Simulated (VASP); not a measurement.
**Si16O (a cell with a defect): single point with PBEsol**

Si16O (a cell with a defect):

```
CELL_PARAMETERS angstrom
0.00000 5.43000 5.43000
5.43000 0.00000 5.43000
5.43000 5.43000 0.00000
ATOMIC_POSITIONS crystal
Si 0.05579 0.97017 0.97505
Si 0.12776 0.11154 0.13289
Si 0.94732 0.99987 0.50769
Si 0.08248 0.12525 0.61850
Si 0.00310 0.48658 0.00420
Si 0.14462 0.59664 0.12679
Si 0.00143 0.49076 0.50269
Si 0.11148 0.62689 0.63002
Si 0.50353 0.99304 0.00485
Si 0.68376 0.10457 0.08787
Si 0.55052 0.97782 0.45913
Si 0.57507 0.13473 0.63367
Si 0.52013 0.47758 0.00098
Si 0.62857 0.61813 0.12604
Si 0.48706 0.50815 0.50026
Si 0.63171 0.61212 0.62750
O 0.31676 0.04995 0.43776
```

```json
{"Program": "VASP 6.6.1", "Task": "single point", "Functional": "PBEsol", "Potentials or basis": "VASP PAW PBE potentials, release 64 (Si, O)", "Cutoff": "520 eV", "k mesh": "2 × 2 × 2", "Occupations": "fermi-dirac, width 0.05 eV", "Spin": "collinear spin, ferromagnetic start", "Starting moments": "[0.0, 0.0, 0.0, 0.0, 0.0, 0.0, 0.0, 0.0, 0.0, 0.0, 0.0, 0.0, 0.0, 0.0, 0.0, 0.0, 1.0] μB"}
```

```
Pressure                                              : 2.4 GPa
Largest force                                         : 0.086 eV/Å
Band gap on the k mesh                                : 0.40 eV
Net moment                                            : 0.00 μB per cell
Valence electrons inside the program's atomic spheres : Si 1.71, 1.68, 1.70, 1.69, 1.72 (each value once); O 5.15
```

Forces on the atoms (eV/Å):
```
Si  -0.010  0.005  0.000
Si   0.007  0.006  0.004
Si  -0.002 -0.001 -0.006
Si   0.064 -0.019 -0.054
Si  -0.003 -0.001  0.000
Si   0.002  0.004 -0.001
Si   0.006  0.002  0.011
Si  -0.001  0.003  0.003
Si   0.006  0.000 -0.002
Si  -0.004 -0.004  0.015
Si  -0.016  0.064  0.041
Si  -0.002 -0.002  0.001
Si  -0.009  0.000 -0.007
Si   0.002  0.006 -0.004
Si   0.005 -0.003  0.002
Si   0.002  0.001  0.003
O   -0.046 -0.062 -0.008
```

Stress tensor (GPa, compression positive):
```
 2.26 -1.44 -1.07
-1.44  2.27  1.03
-1.07  1.03  2.58
```

Levels at points of the mesh, in eV from the valence-band top:
Spin up:
| k point | band 32 | band 33 | band 34 | band 35 | band 36 | band 37 | band 38 | band 39 |
| --- | --- | --- | --- | --- | --- | --- | --- | --- |
| (0.00, 0.00, 0.00) | -0.92 | -0.33 | -0.07 | 0.00 | 0.40 | 0.67 | 0.71 | 0.90 |
| (0.50, 0.00, 0.00) | -0.76 | -0.67 | -0.67 | -0.08 | 1.07 | 1.36 | 1.44 | 1.47 |
| (0.00, 0.50, 0.00) | -1.23 | -0.76 | -0.63 | -0.57 | 1.11 | 1.37 | 1.52 | 1.57 |
| (0.00, 0.00, 0.50) | -1.22 | -0.80 | -0.62 | -0.54 | 1.22 | 1.33 | 1.49 | 1.63 |
| (0.50, 0.50, 0.50) | -1.22 | -0.80 | -0.62 | -0.54 | 1.21 | 1.33 | 1.50 | 1.63 |
| (0.50, 0.50, 0.00) | -1.38 | -1.34 | -1.03 | -0.96 | 1.35 | 1.39 | 2.22 | 2.32 |
| (0.00, 0.50, 0.50) | -1.44 | -1.26 | -1.18 | -0.51 | 1.18 | 1.38 | 2.25 | 2.32 |
| (0.50, 0.00, 0.50) | -1.44 | -1.26 | -1.18 | -0.54 | 1.19 | 1.38 | 2.24 | 2.32 |
Spin down:
```
           k point  band 33  band 34  band 35  band 36  band 37  band 38
(0.00, 0.00, 0.00)    -0.33    -0.07     0.00     0.40     0.67     0.71
(0.50, 0.00, 0.00)    -0.67    -0.67    -0.08     1.07     1.36     1.44
(0.00, 0.50, 0.00)    -0.76    -0.63    -0.57     1.11     1.37     1.52
(0.00, 0.00, 0.50)    -0.80    -0.62    -0.54     1.22     1.33     1.49
(0.50, 0.50, 0.50)    -0.80    -0.62    -0.54     1.21     1.33     1.50
(0.50, 0.50, 0.00)    -1.34    -1.03    -0.96     1.35     1.39     2.22
(0.00, 0.50, 0.50)    -1.26    -1.18    -0.51     1.18     1.38     2.25
(0.50, 0.00, 0.50)    -1.26    -1.18    -0.54     1.19     1.38     2.24
```

Wall time 14 min on 1 thread of Intel(R) Xeon(R) Platinum 8259CL CPU @ 2.50GHz (Skylake/Cascade Lake), with other jobs on the host, peak memory 0.71 GiB.

Caveat: the k points lie up to 0.50 Å⁻¹ apart; semilocal functionals underestimate gaps, and a narrow one can read as zero; the PAW data sets were made with another functional, which shifts forces and pressure a little.
